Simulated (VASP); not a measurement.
Input of a VASP 6.6.1 run:

INCAR

```
SYSTEM = BN
PREC = Accurate
ENCUT = 600
EDIFF = 1E-6
ISMEAR = 0
SIGMA = 0.01
LREAL = .False.
LASPH = .True.
NELM = 120
ALGO = Normal
ISIF = 2
LWAVE = .False.
LCHARG = .False.
GGA = PS
NBANDS = 11
GGA_COMPAT = .False.
```

File KPOINTS:

```
Automatic mesh
0
Gamma
  4 4 4
  0 0 0
```

The input POSCAR:

```
BN
1.0
    4.1120780000      0.0000000000      0.0000000000
    1.1410171286      2.2263451715      0.0000000000
    2.9710606487     -0.8190325536      2.0702171075
B N
1 1
Direct
    0.0000490000      0.0000490000      0.9999510000
    0.6666510000      0.6666510000      0.3333490000
```

Potentials or basis: VASP PAW PBE potentials, release 64 (B, N).

The run is started by

```console
$ cat potpaw_PBE.64/B/POTCAR potpaw_PBE.64/N/POTCAR > POTCAR
$ mpirun -np 1 vasp_std > vasp.out
```

**Question.** What does it give for the pressure?

**Answer.** 0.6 GPa.

**Question.** What does it give for the largest force?

**Answer.** 0.012 eV/Å.

Forces on the atoms (eV/Å):
```
B    0.006  0.008 -0.006
N   -0.006 -0.008  0.006
```

Caveat: the k points lie up to 0.76 Å⁻¹ apart; the PAW data sets were made with another functional, which shifts forces and pressure a little.
